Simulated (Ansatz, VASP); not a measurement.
# ZrPdSe3 in VASP and in Ansatz

```xyz
5
Lattice="4.7985 0.0000 0.0000 0.0000 4.7985 0.0000 0.0000 0.0000 4.7985" Properties=species:S:1:pos:R:3 pbc="T T T"
Zr    0.0000    0.0000    0.0000
Pd    2.3992    2.3992    2.3992
Se    2.3992    0.0000    0.0000
Se    0.0000    2.3992    0.0000
Se    0.0000    0.0000    2.3992
```

Change from the starting cell: species swapped into the CuAgF3 type (Pm-3m, No. 221).

Alike in both runs: task single point; functional PBE; k mesh 4 × 4 × 4; occupations gaussian, width 0.1 eV; no spin polarisation.

|  | VASP | Ansatz |
| --- | --- | --- |
| version | VASP 6.6.1 | Ansatz 0.2.0 |
| potentials or method | VASP PAW PBE potentials, release 64 (Zr_sv, Pd, Se), cutoff 520 eV | scalar-relativistic, plane waves, PAW |
| valence electrons in the cell | 40 | 78 |

VASP gave:

| Property | Result |
| --- | --- |
| gap on the k mesh at the Fermi level (eV) | none |
| pressure (GPa) | 21.7 |

Problem. What did Ansatz give for the same quantities?

Solution. gap on the k mesh at the Fermi level (eV): none; pressure (GPa): 21.6.

A gap of «none» marks a metal or a gap that the smearing closes. With one functional, cell and mesh, what is left measures potentials, basis and numerics. VASP's potentials hold 40 valence electrons a cell and Ansatz's 78, so a difference there can come from the potentials and not from the codes.
